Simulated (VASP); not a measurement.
A run of VASP 6.6.1 is set up as follows.

Contents of INCAR:

```
SYSTEM = SnBi2O5
PREC     = Accurate       ! precision mode
ENCUT    = 520            ! plane-wave cutoff, eV
EDIFF    = 1E-6           ! SCF threshold, eV
ISMEAR   = 0              ! smearing method
SIGMA    = 0.15           ! smearing width, eV
LREAL    = Auto         
LASPH    = .TRUE.         ! aspherical terms in the spheres
NELM     = 80             ! most SCF steps
ALGO     = Normal         ! electronic algorithm
ISIF     = 2              ! what is computed and relaxed
LWAVE    = .FALSE.        ! write WAVECAR
LCHARG   = .TRUE.         ! write CHGCAR
GGA      = PE             ! functional
LELF     = .TRUE.         ! ELF
LVHAR    = .TRUE.       
NBANDS   = 88             ! bands
```

The input KPOINTS:

```
regular mesh
0
G
  2 2 2
  0 0 0
```

The input POSCAR:

```
SnBi2O5
1.0
    8.2998803761     -2.8735951036      0.0000000000
    8.2998803761      2.8735951036      0.0000000000
    0.0000000000      0.0000000000      5.6338719120
Sn Bi O
2 4 10
Direct
    0.7986516741      0.2013483259      0.7445436339
    0.2013483259      0.7986516741      0.2445436339
    0.5311975008      0.1229459395      0.2905102116
    0.1229459395      0.5311975008      0.7905102116
    0.4688024992      0.8770540605      0.7905102116
    0.8770540605      0.4688024992      0.2905102116
    0.8855236270      0.1144763730      0.0888017696
    0.5437376675      0.2544317833      0.6595684844
    0.7455682167      0.4562623325      0.6595684844
    0.1144763730      0.8855236270      0.5888017696
    0.2544317833      0.5437376675      0.1595684844
    0.4562623325      0.7455682167      0.1595684844
    0.7181072156      0.7773458836      0.4982486022
    0.7773458836      0.7181072156     -0.0017513978
    0.2226541164      0.2818927844      0.4982486022
    0.2818927844      0.2226541164     -0.0017513978
```

Potentials or basis: VASP PAW PBE potentials, release 64 (Sn_d, Bi_d, O).

Run with:

```sh
$ cat potpaw_PBE.64/Sn_d/POTCAR potpaw_PBE.64/Bi_d/POTCAR potpaw_PBE.64/O/POTCAR > POTCAR
$ mpirun -np 1 vasp_std > vasp.out
```

(1) What does it give for the pressure?

(2) What does it give for the largest force?

## Answers

(1) 0.5 GPa.

(2) 0.052 eV/Å.

Caveat: the k points lie up to 0.58 Å⁻¹ apart.
